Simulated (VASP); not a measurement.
# Pb (P-1) in VASP: single point with PBE

Aim: the single point of Pb with PBE.

Program: VASP 6.6.1. These are calculated values, not measurements. Logs are shortened: lines on timing, memory, paths and dates and some standing lists are left out, and cuts for length are marked.

## Step 1: The cell of the first run

The typed cell holds 2 atoms: a = 3.480 Å, b = 3.480 Å, c = 5.590 Å, α = 90.00°, β = 90.00°, γ = 120.00°.

## Step 2: Single point, PBE

File INCAR:

```
SYSTEM = Pb
ALGO     = Fast           ! electronic algorithm
EDIFF    = 1E-7           ! SCF threshold, eV
ENCUT    = 520            ! plane-wave cutoff, eV
GGA      = PE             ! functional
ISIF     = 2              ! what is computed and relaxed
ISMEAR   = 0              ! smearing method
LASPH    = .True.         ! aspherical terms in the spheres
LCHARG   = .False.        ! write CHGCAR
LREAL    = .False.        ! projectors in reciprocal space
LWAVE    = .False.        ! write WAVECAR
NBANDS   = 21             ! bands
NELM     = 100            ! most SCF steps
PREC     = Accurate       ! precision mode
SIGMA    = 0.05           ! smearing width, eV
```

File KPOINTS:

```
k-points
0
Gamma
  12 12 6
  0 0 0
```

File POSCAR:

```
Pb
1.0
    3.4800000000      0.0000000000      0.0000000000
   -1.7400000000      3.0137684052      0.0000000000
    0.0000000000      0.0000000000      5.5900000000
Pb
2
Direct
    0.3333333333      0.6666666667      0.2500000000
    0.6539589144      0.3191953283      0.7530956123
```

Potentials or basis: VASP PAW PBE potentials, release 64 (Pb_d).

Started as:

```
$ cat potpaw_PBE.64/Pb_d/POTCAR > POTCAR
$ mpirun -np 1 vasp_std > vasp.out
```

OUTCAR:

```text
SYSTEM = Pb
   EDIFF = 1E-7
   ENCUT = 520
   GGA = PE
   ISIF = 2
   ISMEAR = 0
   LASPH = .True.
   LREAL = .False.
   NELM = 100
   PREC = Accurate

 ion  position               nearest neighbor table
   1  0.333  0.667  0.250-   2 3.40   2 3.43   2 3.43   2 3.45   2 3.46   2 3.48
   2  0.654  0.319  0.753-   1 3.40   1 3.43   1 3.43   1 3.45   1 3.46   1 3.48

  LATTYP: Found a hexagonal cell.
 ALAT       =     3.4800000000
 C/A-ratio  =     1.6063218391

  Lattice vectors:

 A1 = (   3.4800000000,   0.0000000000,   0.0000000000)
 A2 = (  -1.7400000000,   3.0137684052,   0.0000000000)
 A3 = (   0.0000000000,   0.0000000000,   5.5900000000)

Analysis of symmetry for initial positions (statically):
=====================================================================
 Subroutine PRICEL returns:
 Original cell was already a primitive cell.

 Routine SETGRP: Setting up the symmetry group for a
 hexagonal supercell.

 Subroutine GETGRP returns: Found  2 space group operations
 (whereof  1 operations were pure point group operations)
 out of a pool of 24 trial point group operations.

The static configuration has the point symmetry C_1 .
 The point group associated with its full space group is S_2 .

Analysis of symmetry for dynamics (positions and initial velocities):
=====================================================================
 Subroutine PRICEL returns:
 Original cell was already a primitive cell.

 Routine SETGRP: Setting up the symmetry group for a
 hexagonal supercell.

 Subroutine GETGRP returns: Found  2 space group operations
 (whereof  1 operations were pure point group operations)
 out of a pool of 24 trial point group operations.

The dynamic configuration has the point symmetry C_1 .
 The point group associated with its full space group is S_2 .

 Subroutine INISYM returns: Found  2 space group operations
 (whereof  1 operations are pure point group operations),
 and found     1 'primitive' translations

----------------------------------------------------------------------------------------

                                     Primitive cell

  volume of cell :      58.6274

  direct lattice vectors                    reciprocal lattice vectors
     3.480000000  0.000000000  0.000000000     0.287356322  0.165905250  0.000000000
    -1.740000000  3.013768405  0.000000000     0.000000000  0.331810500  0.000000000
     0.000000000  0.000000000  5.590000000     0.000000000  0.000000000  0.178890877

  length of vectors
     3.480000000  3.480000000  5.590000000     0.331810500  0.331810500  0.178890877

  position of ions in fractional coordinates (direct lattice)
     0.333333333  0.666666667  0.250000000
     0.653958914  0.319195328  0.753095612

  ion indices of the primitive-cell ions
   primitive index   ion index
                 1           1
                 2           2

----------------------------------------------------------------------------------------

 KPOINTS: k-points

Automatic generation of k-mesh.
 Grid dimensions read from file:
 generate k-points for:   12   12    6

 Generating k-lattice:

  Cartesian coordinates                     Fractional coordinates (reciprocal lattice)
     0.023946360  0.013825437  0.000000000     0.083333333 -0.000000000  0.000000000
     0.000000000  0.027650875  0.000000000     0.000000000  0.083333333  0.000000000
     0.000000000  0.000000000  0.029815146     0.000000000  0.000000000  0.166666667

  Length of vectors
     0.027650875  0.027650875  0.029815146

  Shift w.r.t. Gamma in fractional coordinates (k-lattice)
     0.000000000  0.000000000  0.000000000

 Subroutine IBZKPT returns following result:
 ===========================================

 Found    436 irreducible k-points:

 Following reciprocal coordinates:
            Coordinates               Weight
  0.000000  0.000000  0.000000      1.000000
  0.083333 -0.000000  0.000000      2.000000
  0.000000  0.083333  0.000000      2.000000
 -0.083333  0.083333  0.000000      2.000000
  0.166667  0.000000  0.000000      2.000000
  0.000000  0.166667  0.000000      2.000000
[... 16 lines left out ...]
  0.166667  0.083333  0.000000      2.000000
 -0.083333  0.250000  0.000000      2.000000
 [... further k-points ...]
   k-points           NKPTS =    436   k-points in BZ     NKDIM =    436   number of bands    NBANDS=     21
   number of dos      NEDOS =    301   number of ions     NIONS =      2
   total plane-waves  NPLWV =  32928
   dimension x,y,z NGX =    28 NGY =   28 NGZ =   42
   dimension x,y,z NGXF=    56 NGYF=   56 NGZF=   84
   ions per type =               2
   NGX,Y,Z   is equivalent  to a cutoff of  13.38, 13.38, 12.49 a.u.
   NGXF,Y,Z  is equivalent  to a cutoff of  26.75, 26.75, 24.98 a.u.
 SYSTEM =  Pb
   PREC   = accura    normal or accurate (medium, high low for compatibility)
   ISTART =      0    job   : 0-new  1-cont  2-samecut
   ICHARG =      2    charge: 1-file 2-atom 10-const
   ISPIN  =      1    spin polarized calculation?
   LNONCOLLINEAR =      F non collinear calculations
   LSORBIT =      F    spin-orbit coupling
   LASPH  =      T    aspherical Exc in radial PAW
   ENCUT  =  520.0 eV  38.22 Ry    6.18 a.u.   6.47  6.47 10.39*2*pi/ulx,y,z
   NELM   =    100;   NELMIN=  2; NELMDL= -5     # of ELM steps
   EDIFF  = 0.1E-06   stopping-criterion for ELM
   LREAL  =      F    real-space projection
   EDIFFG = 0.1E-05   stopping-criterion for IOM
   NSW    =      0    number of steps for IOM
   IBRION =     -1    ionic relax: 0-MD 1-quasi-New 2-CG
   NFREE  =      0    steps in history (QN), initial steepest desc. (CG)
   ISIF   =      2    stress and relaxation
   ISYM   =      2    0-nonsym 1-usesym 2-fastsym
   POTIM  = 0.5000    time-step for ionic-motion
   TEBEG  =    0.0;   TEEND  =   0.0 temperature during run
   PSTRESS=    0.0 pullay stress
   NELECT =      28.0000    total number of electrons
   NUPDOWN=      -1.0000    fix difference up-down
   EMIN   =  10.00;   EMAX   =-10.00  energy-range for DOS
   EFERMI =   0.00;   METHOD = LEGACY
   ISMEAR =     0;   SIGMA  =   0.05  broadening in eV -4-tet -1-fermi 0-gaus
   EFERMI_NEDOS =   21; number of points for ismear=-14 and -15
   IALGO  =     68    algorithm
   IMIX   =      4    mixing-type and parameters
     AMIX     =   0.40;   BMIX     =  1.00
     AMIX_MAG =   1.60;   BMIX_MAG =  1.00
  volume/ion in A,a.u.               =      29.31       197.82
  Fermi-wavevector in a.u.,A,eV,Ry     =   1.279658  2.418203 22.279870  1.637524
  Thomas-Fermi vector in A             =   2.412131
   LORBIT       =      0    0 simple, 1 ext, 2 COOP (PROOUT), +10 PAW based schemes
   GGA     = PE    functional components
   LHFCALC =     F    Hartree Fock is set to
   AEXX    =    0.0000 exact exchange contribution
   IVDW    =     0    specifies the selected vdW correction
   LEPSILON=     F    determine dielectric tensor
   LRPA    =     F    only Hartree local field effects (RPA)
 non-spin polarized calculation
 RMM-DIIS sequential band-by-band and
 Gauss-broadening in eV      SIGMA  =   0.05
  energy-cutoff  :      520.00
  volume of cell :       58.63
 maximum number of plane-waves:      1605
 NGX is ok and might be reduce to    28
   NGX = 13   NGY = 13   NGZ = 21

 number of electron      28.0000003 magnetization

 Free energy of the ion-electron system (eV)
  ---------------------------------------------------
  ext. energy  EPLUGINS =         0.00000000
  ---------------------------------------------------
  free energy    TOTEN  =        -7.04055092 eV

  energy without entropy =       -7.03919466  energy(sigma->0) =       -7.03987279

 E-fermi :   7.6710     XC(G=0): -10.3506

 val. band max:        7.6656440991   @ k =  -0.4167  -0.2500   0.0000
 cond. band min:       7.6992042715   @ k =  -0.2500   0.0000   0.1667
 fundamental gap:      0.0335601723
 Fermi energy:         7.6709525930

 k-point     1 :       0.0000    0.0000    0.0000
  band No.  band energies     occupation
      1      -9.4783      2.00000
      2      -9.4314      2.00000
      3      -9.4148      2.00000
      4      -9.4127      2.00000
      5      -9.3905      2.00000
      6      -9.3874      2.00000
[... 13 lines left out ...]
     20      16.6991      0.00000
     21      19.1750      0.00000

 k-point     2 :       0.0833   -0.0000    0.0000
  band No.  band energies     occupation
      1      -9.4753      2.00000
      2      -9.4386      2.00000
      3      -9.3977      2.00000
      4      -9.3948      2.00000
      5      -9.3873      2.00000
      6      -9.3731      2.00000
[... 13 lines left out ...]
     20      17.3198      0.00000
     21      18.6227      0.00000

 k-point     3 :       0.0000    0.0833    0.0000
  band No.  band energies     occupation
      1      -9.4721      2.00000
      2      -9.4423      2.00000
      3      -9.3995      2.00000
      4      -9.3960      2.00000
      5      -9.3817      2.00000
      6      -9.3739      2.00000
[... 13 lines left out ...]
     20      17.2973      0.00000
     21      18.6037      0.00000

 k-point     4 :      -0.0833    0.0833    0.0000
  band No.  band energies     occupation
      1      -9.4739      2.00000
      2      -9.4400      2.00000
      3      -9.3978      2.00000
      4      -9.3967      2.00000
      5      -9.3852      2.00000
      6      -9.3728      2.00000
[... 13 lines left out ...]
     20      17.3117      0.00000
     21      18.6150      0.00000

 k-point     5 :       0.1667    0.0000    0.0000
  band No.  band energies     occupation
      1      -9.4938      2.00000
      2      -9.4266      2.00000
      3      -9.3885      2.00000
      4      -9.3847      2.00000
      5      -9.3721      2.00000
      6      -9.3506      2.00000
[... 13 lines left out ...]
     20      17.7776      0.00000
     21      18.4009      0.00000

 k-point     6 :       0.0000    0.1667    0.0000
  band No.  band energies     occupation
      1      -9.4919      2.00000
      2      -9.4259      2.00000
      3      -9.3922      2.00000
      4      -9.3881      2.00000
      5      -9.3671      2.00000
      6      -9.3497      2.00000
[... 13 lines left out ...]
     20      17.8402      0.00000
     21      18.4550      0.00000

 k-point     7 :      -0.1667    0.1667    0.0000
  band No.  band energies     occupation
      1      -9.4929      2.00000
      2      -9.4259      2.00000
      3      -9.3906      2.00000
      4      -9.3872      2.00000
      5      -9.3689      2.00000
      6      -9.3513      2.00000
[... 13 lines left out ...]
     20      17.8059      0.00000
     21      18.4966      0.00000
[... 291 lines left out ...]
      1      -9.4686      2.00000
      2      -9.4541      2.00000
      3      -9.3822      2.00000
      4      -9.3778      2.00000
      5      -9.3745      2.00000
      6      -9.3629      2.00000
[... 13 lines left out ...]
     20      17.3617      0.00000
     21      18.1357      0.00000

 k-point    21 :      -0.0833    0.1667    0.0000
  band No.  band energies     occupation
      1      -9.4666      2.00000
      2      -9.4553      2.00000
      3      -9.3817      2.00000
      4      -9.3778      2.00000
      5      -9.3748      2.00000
      6      -9.3635      2.00000
[... 13 lines left out ...]
     20      17.3583      0.00000
     21      18.1514      0.00000

 k-point    22 :      -0.1667    0.0833    0.0000
  band No.  band energies     occupation
      1      -9.4706      2.00000
      2      -9.4523      2.00000
      3      -9.3824      2.00000
      4      -9.3813      2.00000
      5      -9.3742      2.00000
      6      -9.3609      2.00000
[... 13 lines left out ...]
     20      17.3726      0.00000
     21      18.1139      0.00000

 k-point    23 :       0.1667    0.0833    0.0000
  band No.  band energies     occupation
      1      -9.4942      2.00000
      2      -9.4394      2.00000
      3      -9.4026      2.00000
      4      -9.3927      2.00000
      5      -9.3712      2.00000
      6      -9.3317      2.00000
[... 13 lines left out ...]
     20      16.8099      0.00000
     21      18.1708      0.00000

 k-point    24 :      -0.0833    0.2500    0.0000
  band No.  band energies     occupation
      1      -9.4937      2.00000
      2      -9.4377      2.00000
      3      -9.4062      2.00000
      4      -9.3884      2.00000
      5      -9.3717      2.00000
      6      -9.3307      2.00000
[... 13 lines left out ...]
     20      16.8628      0.00000
     21      18.1474      0.00000

 [... further k-points ...]

------------------------ aborting loop because EDIFF is reached ----------------------------------------

  FORCE on cell =-STRESS in cart. coord.  units (eV):
  Direction    XX          YY          ZZ          XY          YZ          ZX
  --------------------------------------------------------------------------------------
  -------------------------------------------------------------------------------------
  Total        1.1191622      1.1806779      1.9193351     -0.0175431     -0.0060895     -0.0035390
  in kB       30.5845922     32.2656993     52.4518091     -0.4794203     -0.1664134     -0.0967139
  external PRESSURE =      38.4340335 kB  Pullay stress =       0.0000000 kB

 VOLUME and BASIS-vectors are now :
 -----------------------------------------------------------------------------
  energy-cutoff  :      520.00
  volume of cell :       58.63
      direct lattice vectors                 reciprocal lattice vectors
     3.480000000  0.000000000  0.000000000     0.287356322  0.165905250  0.000000000
    -1.740000000  3.013768405  0.000000000     0.000000000  0.331810500  0.000000000
     0.000000000  0.000000000  5.590000000     0.000000000  0.000000000  0.178890877

 POSITION                                       TOTAL-FORCE (eV/Angst)
 -----------------------------------------------------------------------------------
     -0.00000      2.00918      1.39750        -0.012012     -0.027302      0.049220
      1.72038      0.96198      4.20980         0.012012      0.027302     -0.049220
 -----------------------------------------------------------------------------------
    total drift:                                0.000017      0.000007     -0.000019

  FREE ENERGIE OF THE ION-ELECTRON SYSTEM (eV)
  ---------------------------------------------------
  free  energy   TOTEN  =        -7.0405509214 eV

  energy  without entropy=       -7.0391946604  energy(sigma->0) =       -7.03987279
```

It took 14 min on 1 thread of Intel Xeon 8259CL, shared host; peak memory 0.51 GiB.

Results:

```
Free energy            : -7.0406 eV
Pressure               : 3.8 GPa
Largest force          : 0.058 eV/Å
Band gap on the k mesh : zero (bands 14 and 15 overlap by 7.87 eV)
```

Forces in eV/Å, atoms in the order of the input:
```
Pb  -0.012 -0.027  0.049
Pb   0.012  0.027 -0.049
```

Levels at points of the mesh, in eV from the Fermi level:
| k point | band 12 | band 13 | band 14 | band 15 | band 16 | band 17 |
| --- | --- | --- | --- | --- | --- | --- |
| (0.00, 0.00, 0.00) | -8.02 | -4.34 | 5.49 | 5.63 | 7.36 | 7.56 |
| (0.50, 0.00, 0.00) | -7.10 | -2.99 | -1.40 | -0.63 | 1.88 | 1.95 |
| (0.00, 0.50, 0.00) | -7.27 | -2.85 | -1.48 | -0.46 | 1.63 | 1.95 |
| (0.50, 0.50, 0.00) | -7.17 | -2.93 | -1.43 | -0.56 | 1.77 | 1.95 |
| (0.00, 0.00, 0.50) | -10.67 | 0.96 | 1.04 | 6.44 | 6.45 | 6.49 |
| (0.50, 0.00, 0.50) | -7.57 | -3.83 | -3.79 | 3.37 | 3.45 | 3.71 |
| (0.00, 0.50, 0.50) | -7.55 | -3.89 | -3.86 | 3.37 | 3.45 | 3.77 |
| (0.50, 0.50, 0.50) | -7.56 | -3.86 | -3.82 | 3.36 | 3.44 | 3.75 |

Caveat: the cell stands under pressure; spin-orbit coupling is left out, which moves the levels of the heavy elements.
